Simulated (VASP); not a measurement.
Write the native input for VASP 6.6.1 that does the following.

- Task: single point
- Functional: LDA
- Potentials or basis: VASP PAW LDA potentials, release 64 (Ge_d)
- Cutoff: 520 eV
- k mesh: 12 × 12 × 12
- Occupations: gaussian, width 0.01 eV
- Spin: no spin polarisation
- Dipole correction: no
- Further INCAR settings: ALGO = Normal; EDIFF = 1e-06; NBANDS = 21

The structure of Ge lies in POSCAR:

```
Ge
1.0
    0.0000000000      2.7827512466      2.7827512466
    2.7827512466      0.0000000000      2.7827512466
    2.7827512466      2.7827512466      0.0000000000
Ge
2
Direct
    0.0000000000      0.0000000000      0.0000000000
    0.2500000000      0.2500000000      0.2500000000
```

These files were run (other wordings do the same):

INCAR

```
ALGO     = Normal         # electronic algorithm
EDIFF    = 1E-6           # SCF threshold, eV
ENCUT    = 520            # plane-wave cutoff, eV
ISIF     = 2              # what is computed and relaxed
ISMEAR   = 0              # smearing method
LASPH    = T              # aspherical terms in the spheres
LCHARG   = T              # write CHGCAR
LELF     = T              # ELF
LREAL    = F              # projectors in reciprocal space
LVHAR    = T            
LWAVE    = F              # write WAVECAR
NBANDS   = 21             # bands
NELM     = 100            # most SCF steps
PREC     = Accurate       # precision mode
SIGMA    = 0.01           # smearing width, eV
```

KPOINTS

```
k-points
0
Gamma
  12 12 12
```

Potentials or basis: VASP PAW LDA potentials, release 64 (Ge_d).

Launch:

```console
$ cat potpaw_LDA.64/Ge_d/POTCAR > POTCAR
$ mpirun -np 1 vasp_std > vasp.out
```

It gave:

- Pressure: 2.6 GPa
- Band gap on the k mesh: 0.22 eV (least direct gap 0.31 eV)

Wall time 66 s on 1 thread of Intel(R) Xeon(R) Platinum 8375C CPU @ 2.90GHz (Ice Lake), with other jobs on the host, peak memory 0.17 GiB.
